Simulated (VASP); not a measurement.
# BP in VASP: further runs, part 2 of 2

VASP 6.6.1. Earlier steps stand in the parts before.

## 4. Single point, PBE (equal xx and yy strain of -3 %)

File INCAR:

```
SYSTEM = BP
PREC = Accurate
ENCUT = 520
EDIFF = 1E-7
ISMEAR = -1
SIGMA = 0.05
LREAL = .FALSE.
LASPH = .TRUE.
NELM = 80
ALGO = Normal
ISIF = 2
LWAVE = .FALSE.
LCHARG = .TRUE.
GGA = PE
LELF = .TRUE.
LVHAR = .TRUE.
NBANDS = 11
```

File KPOINTS:

```
regular mesh
0
G
  15 15 15
  0 0 0
```

File POSCAR:

```
BP
1.0
    0.0000000000      2.2009300000      2.2690000000
    2.2009300000      0.0000000000      2.2690000000
    2.2009300000      2.2009300000      0.0000000000
B P
1 1
Direct
    0.0000000000      0.0000000000      0.0000000000
    0.7500000000      0.7500000000      0.7500000000
```

Potentials or basis: VASP PAW PBE potentials, release 64 (B, P).

On the command line:

```bash
$ cat potpaw_PBE.64/B/POTCAR potpaw_PBE.64/P/POTCAR > POTCAR
$ mpirun -np 1 vasp_std > vasp.out
```

OUTCAR:

```text
SYSTEM = BP
   PREC = Accurate
   ENCUT = 520
   EDIFF = 1E-7
   ISMEAR = -1
   LREAL = .FALSE.
   LASPH = .TRUE.
   NELM = 80
   ISIF = 2
   GGA = PE

 ion  position               nearest neighbor table
   1  0.000  0.000  0.000-   2 1.93   2 1.93   2 1.93   2 1.93
   2  0.750  0.750  0.750-   1 1.93   1 1.93   1 1.93   1 1.93

  LATTYP: Found a body centered tetragonal cell.
 ALAT       =     3.1125850558
 C/A-ratio  =     1.4579521262

  Lattice vectors:

 A1 = (  -2.2009300000,   0.0000000000,   2.2690000000)
 A2 = (   2.2009300000,   0.0000000000,   2.2690000000)
 A3 = (   0.0000000000,   2.2009300000,  -2.2690000000)

Analysis of symmetry for initial positions (statically):
=====================================================================
 Subroutine PRICEL returns:
 Original cell was already a primitive cell.

 Routine SETGRP: Setting up the symmetry group for a
 body centered tetragonal supercell.

 Subroutine GETGRP returns: Found  8 space group operations
 (whereof  8 operations were pure point group operations)
 out of a pool of 16 trial point group operations.

The static configuration has the point symmetry D_2d.

Analysis of symmetry for dynamics (positions and initial velocities):
=====================================================================
 Subroutine PRICEL returns:
 Original cell was already a primitive cell.

 Routine SETGRP: Setting up the symmetry group for a
 body centered tetragonal supercell.

 Subroutine GETGRP returns: Found  8 space group operations
 (whereof  8 operations were pure point group operations)
 out of a pool of 16 trial point group operations.

The dynamic configuration has the point symmetry D_2d.

 Subroutine INISYM returns: Found  8 space group operations
 (whereof  8 operations are pure point group operations),
 and found     1 'primitive' translations
[... 111 lines left out ...]
   EFERMI_NEDOS =   21; number of points for ismear=-14 and -15
   IALGO  =     38    algorithm
   IMIX   =      4    mixing-type and parameters
     AMIX     =   0.40;   BMIX     =  1.00
     AMIX_MAG =   1.60;   BMIX_MAG =  1.00
  volume/ion in A,a.u.               =      10.99        74.17
  Fermi-wavevector in a.u.,A,eV,Ry     =   1.168815  2.208740 18.587312  1.366129
  Thomas-Fermi vector in A             =   2.305297
   LORBIT       =      0    0 simple, 1 ext, 2 COOP (PROOUT), +10 PAW based schemes
   GGA     = PE    functional components
   LHFCALC =     F    Hartree Fock is set to
   AEXX    =    0.0000 exact exchange contribution
   IVDW    =     0    specifies the selected vdW correction
   LEPSILON=     F    determine dielectric tensor
   LRPA    =     F    only Hartree local field effects (RPA)
 non-spin polarized calculation
  energy-cutoff  :      520.00
  volume of cell :       21.98
 maximum number of plane-waves:       608
   NGX = 11   NGY = 11   NGZ = 11

 number of electron       8.0000000 magnetization

 Free energy of the ion-electron system (eV)
  ---------------------------------------------------
  ext. energy  EPLUGINS =         0.00000000
  ---------------------------------------------------
  free energy    TOTEN  =       -12.86378464 eV

  energy without entropy =      -12.86378434  energy(sigma->0) =      -12.86378449

 E-fermi :   8.7183     XC(G=0): -11.1725

 val. band max:        8.2766025716   @ k =   0.0000   0.0000   0.0000
 cond. band min:       9.1957313517   @ k =   0.4000   0.0000   0.4000
 fundamental gap:      0.9191287801
 Fermi energy:         8.7182708075

 k-point     1 :       0.0000    0.0000    0.0000
  band No.  band energies     occupation
      1      -7.8449      2.00000
      2       7.9578      2.00000
      3       8.2766      1.99971
      4       8.2766      1.99971
      5      11.6180      0.00000
      6      11.6180      0.00000
      7      11.7837      0.00000
      8      16.4707      0.00000
      9      20.0174      0.00000
     10      20.1297      0.00000
     11      20.9021      0.00000
[... 309 lines left out ...]
 k-point    24 :       0.2000    0.1333    0.0000
  band No.  band energies     occupation
      1      -7.1173      2.00000
      2       5.4624      2.00000
      3       6.5035      2.00000
      4       6.6819      2.00000
      5      11.1170      0.00000
      6      14.0229      0.00000
      7      14.1756      0.00000
      8      15.4088      0.00000
      9      19.2033      0.00000
     10      21.3216      0.00000
     11      22.1988      0.00000

 [... further k-points ...]
[... 5 lines left out ...]
  --------------------------------------------------------------------------------------
  -------------------------------------------------------------------------------------
  Total        2.0783183      2.0783183      0.8526482      0.0000000      0.0000000      0.0000000
  in kB      151.4766528    151.4766528     62.1446138      0.0000000      0.0000000      0.0000000
  external PRESSURE =     121.6993065 kB  Pullay stress =       0.0000000 kB

 VOLUME and BASIS-vectors are now :
 -----------------------------------------------------------------------------
  energy-cutoff  :      520.00
  volume of cell :       21.98
      direct lattice vectors                 reciprocal lattice vectors
     0.000000000  2.200930000  2.269000000    -0.227176693  0.227176693  0.220361393
     2.200930000  0.000000000  2.269000000     0.227176693 -0.227176693  0.220361393
     2.200930000  2.200930000  0.000000000     0.227176693  0.227176693 -0.220361393

 POSITION                                       TOTAL-FORCE (eV/Angst)
 -----------------------------------------------------------------------------------
      0.00000      0.00000      0.00000        -0.000000     -0.000000      0.000000
      3.30140      3.30140      3.40350         0.000000      0.000000     -0.000000
 -----------------------------------------------------------------------------------
    total drift:                                0.000000      0.000000     -0.000000

  FREE ENERGIE OF THE ION-ELECTRON SYSTEM (eV)
  ---------------------------------------------------
  free  energy   TOTEN  =       -12.8637846390 eV

  energy  without entropy=      -12.8637843410  energy(sigma->0) =      -12.86378449
```

Run time: 31 s. Hardware: 1 thread of Intel Xeon 6975P-C, shared host; peak memory 0.18 GiB.

Results:

```yaml
Free_energy: -12.8638 eV
Pressure: 12.2 GPa
Band_gap_on_the_k_mesh: 0.92 eV, indirect (least direct gap 3.34 eV)
```

Stress tensor (GPa, compression positive):
```
15.15  0.00  0.00
 0.00 15.15  0.00
 0.00  0.00  6.21
```

Caveat: the cell differs from its parent crystal (equal xx and yy strain of -3 %). A k mesh can miss the band edges.

## 5. Single point, PBE (zz strain of -3 %)

File INCAR:

```
SYSTEM = BP
PREC = Accurate
ENCUT = 520
EDIFF = 1E-7
ISMEAR = -1
SIGMA = 0.05
LREAL = .False.
LASPH = .True.
NELM = 60
ALGO = Normal
ISIF = 2
LWAVE = .False.
LCHARG = .False.
GGA = PE
NBANDS = 11
```

File KPOINTS:

```
regular mesh
0
Gamma
  15 15 15
  0 0 0
```

File POSCAR:

```
BP
1.0
    0.0000000000      2.2690000000      2.2009300000
    2.2690000000      0.0000000000      2.2009300000
    2.2690000000      2.2690000000      0.0000000000
B P
1 1
Direct
    0.0000000000      0.0000000000      0.0000000000
    0.7500000000      0.7500000000      0.7500000000
```

On the command line:

```bash
$ cat potpaw_PBE.64/B/POTCAR potpaw_PBE.64/P/POTCAR > POTCAR
$ mpirun -np 1 vasp_std > vasp.out
```

It took 33 s on 1 thread of Intel Xeon 6975P-C, shared host; peak memory 0.18 GiB.

Results (log left out):

| Item | Value |
| --- | --- |
| Free energy | -12.9035 eV |
| Pressure | 6.2 GPa |
| Band gap on the k mesh | 0.74 eV, indirect (least direct gap 3.14 eV) |

Stress tensor (GPa, compression positive):
```
 3.54  0.00  0.00
 0.00  3.54  0.00
 0.00  0.00 11.55
```

Levels at points of the mesh, in eV from the valence-band top:
```
           k point  band 2  band 3  band 4  band 5  band 6  band 7
(0.00, 0.00, 0.00)   -0.29   -0.29    0.00    3.14    3.32    3.32
```

Caveat: the cell differs from its parent crystal (zz strain of -3 %).

## 6. Single point, PBE (zz strain of -2 %)

File INCAR:

```
SYSTEM = BP
PREC = Accurate
ENCUT = 520
EDIFF = 1E-6
ISMEAR = -1
SIGMA = 0.05
LREAL = .False.
LASPH = .True.
NELM = 60
ALGO = Normal
ISIF = 2
LWAVE = .False.
LCHARG = .True.
GGA = PE
LELF = .True.
LVHAR = .True.
NBANDS = 11
```

KPOINTS is that of step 5.

File POSCAR:

```
BP
1.0
    0.0000000000      2.2690000000      2.2236200000
    2.2690000000      0.0000000000      2.2236200000
    2.2690000000      2.2690000000      0.0000000000
B P
1 1
Direct
    0.0000000000      0.0000000000      0.0000000000
    0.7500000000      0.7500000000      0.7500000000
```

Potentials or basis: VASP PAW PBE potentials, release 64 (B, P).

On the command line:

```bash
$ cat potpaw_PBE.64/B/POTCAR potpaw_PBE.64/P/POTCAR > POTCAR
$ mpirun -np 1 vasp_std > vasp.out
```

OUTCAR:

```text
SYSTEM = BP
   PREC = Accurate
   ENCUT = 520
   EDIFF = 1E-6
   ISMEAR = -1
   LREAL = .False.
   LASPH = .True.
   NELM = 60
   ISIF = 2
   GGA = PE

 ion  position               nearest neighbor table
   1  0.000  0.000  0.000-   2 1.95   2 1.95   2 1.95   2 1.95
   2  0.750  0.750  0.750-   1 1.95   1 1.95   1 1.95   1 1.95

  LATTYP: Found a body centered tetragonal cell.
 ALAT       =     3.2088505730
 C/A-ratio  =     1.3859292911

  Lattice vectors:
[... 511 lines left out ...]
      3       5.8424      2.00000
      4       6.3562      2.00000
      5      10.2759      0.00000
      6      13.4461      0.00000
      7      13.5745      0.00000
      8      14.9022      0.00000
      9      18.8632      0.00000
     10      20.1508      0.00000
     11      21.4860      0.00000

 [... further k-points ...]
[... 5 lines left out ...]
  --------------------------------------------------------------------------------------
  -------------------------------------------------------------------------------------
  Total        0.3664973      0.3664973      1.1315644      0.0000000      0.0000000      0.0000000
  in kB       25.6461303     25.6461303     79.1827016      0.0000000      0.0000000      0.0000000
  external PRESSURE =      43.4916541 kB  Pullay stress =       0.0000000 kB

 VOLUME and BASIS-vectors are now :
 -----------------------------------------------------------------------------
  energy-cutoff  :      520.00
  volume of cell :       22.90
      direct lattice vectors                 reciprocal lattice vectors
     0.000000000  2.269000000  2.223620000    -0.220361393  0.220361393  0.224858564
     2.269000000  0.000000000  2.223620000     0.220361393 -0.220361393  0.224858564
     2.269000000  2.269000000  0.000000000     0.220361393  0.220361393 -0.224858564

 POSITION                                       TOTAL-FORCE (eV/Angst)
 -----------------------------------------------------------------------------------
      0.00000      0.00000      0.00000         0.000000     -0.000000     -0.000000
      3.40350      3.40350      3.33543        -0.000000      0.000000      0.000000
 -----------------------------------------------------------------------------------
    total drift:                               -0.000000     -0.000000      0.000000

  FREE ENERGIE OF THE ION-ELECTRON SYSTEM (eV)
  ---------------------------------------------------
  free  energy   TOTEN  =       -12.9177878584 eV

  energy  without entropy=      -12.9177877079  energy(sigma->0) =      -12.91778778
```

OSZICAR:

```text
N       E                     dE             d eps       ncg     rms          rms(c)
DAV:   1     0.908451479863E+01    0.90845E+01   -0.40253E+03  6368   0.659E+02
DAV:   2    -0.130561139110E+02   -0.22141E+02   -0.21100E+02  8480   0.110E+02
DAV:   3    -0.136659985457E+02   -0.60988E+00   -0.60837E+00  8018   0.158E+01
DAV:   4    -0.136682936161E+02   -0.22951E-02   -0.22948E-02  7256   0.114E+00
DAV:   5    -0.136683051648E+02   -0.11549E-04   -0.11548E-04  7823   0.804E-02    0.742E+00
DAV:   6    -0.130223080422E+02    0.64600E+00   -0.14466E+00  7227   0.526E+00    0.399E+00
DAV:   7    -0.129253021394E+02    0.97006E-01   -0.25281E-01  7932   0.250E+00    0.136E+00
DAV:   8    -0.129172646394E+02    0.80375E-02   -0.27381E-02  7473   0.952E-01    0.200E-01
DAV:   9    -0.129175833258E+02   -0.31869E-03   -0.70685E-04  7430   0.182E-01    0.129E-01
DAV:  10    -0.129177766421E+02   -0.19332E-03   -0.24540E-04  7169   0.986E-02    0.290E-02
DAV:  11    -0.129177869079E+02   -0.10266E-04   -0.11121E-05  8041   0.221E-02    0.347E-02
DAV:  12    -0.129177878584E+02   -0.95044E-06   -0.45989E-06  7167   0.105E-02
   1 F= -.12917788E+02 E0= -.12917788E+02  d E =-.150453E-06
```

Wall time 28 s (1 thread of Intel Xeon 6975P-C, shared host); peak memory 0.19 GiB.

What came out:

```
Free energy            : -12.9178 eV
Pressure               : 4.3 GPa
Band gap on the k mesh : 0.91 eV, indirect (least direct gap 3.23 eV)
```

Caveat: the cell differs from its parent crystal (zz strain of -2 %).

## 7. The runs side by side

| cell | gap on the mesh (eV) | pressure (GPa) |
| --- | --- | --- |
| a = 3.230 Å, angles 60.0°, 2 atoms | 1.27 | -2.3 |
| a = 3.251 Å, angles 60.0°, 2 atoms | 1.29 | -5.1 |
| a = 3.161, b = 3.161, c = 3.113 Å, angles 60.5, 60.5, 59.0°, 2 atoms | 0.92 | 12.2 |
| a = 3.161, b = 3.161, c = 3.209 Å, angles 59.5, 59.5, 61.0°, 2 atoms | 0.74 | 6.2 |
| a = 3.177, b = 3.177, c = 3.209 Å, angles 59.7, 59.7, 60.7°, 2 atoms | 0.91 | 4.3 |

Alike in all rows: task single point; level PBE; potentials or basis VASP PAW PBE potentials, release 64 (B, P); no spin polarisation; k mesh 15 × 15 × 15; cutoff (eV) 520; smearing fermi-dirac 0.05 eV.

Total energies depend on the potentials used, so only differences within one code and one set of settings carry meaning.
